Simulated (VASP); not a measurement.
**LiF: single point with r2SCAN**

The system is LiF.

```
Li F
1.0
     2.51626    0.00000    0.00000
     0.00000    2.51626    0.00000
     0.00000    0.00000    2.51626
Li F
1 1
Cartesian
  0.0000 0.0000 0.0000
  1.2581 1.2581 1.2581
```

```yaml
Program: VASP 6.6.1
Task: single point
Functional: r2SCAN
Potentials_or_basis: VASP PAW PBE potentials, release 64 (Li_sv, F)
Cutoff: 520 eV
k_mesh: 10 × 10 × 10
Occupations: gaussian, width 0.01 eV
Spin: no spin polarisation
```

| Item | Value |
| --- | --- |
| Band gap on the k mesh | 9.12 eV, indirect (least direct gap 9.86 eV) |

Levels at points of the mesh, in eV from the valence-band top:
| k point | band 3 | band 4 | band 5 | band 6 | band 7 | band 8 |
| --- | --- | --- | --- | --- | --- | --- |
| (0.00, 0.00, 0.00) | -0.74 | -0.74 | -0.74 | 9.12 | 20.21 | 20.21 |
| (0.50, 0.00, 0.00) | -3.91 | -0.31 | -0.31 | 10.43 | 15.97 | 22.44 |
| (0.50, 0.50, 0.00) | -3.51 | -3.51 | 0.00 | 14.95 | 15.30 | 15.30 |
| (0.50, 0.50, 0.50) | -2.47 | -2.47 | -2.47 | 12.33 | 12.33 | 12.33 |

Wall time 29 s on 1 thread of AMD EPYC 9R45 96-Core Processor (Zen 5), with other jobs on the host, peak memory 0.09 GiB.

Caveat: the PAW data sets were made with another functional, which shifts forces and pressure a little. r2SCAN opens gaps a little over a GGA but as a rule still falls short of measured ones.
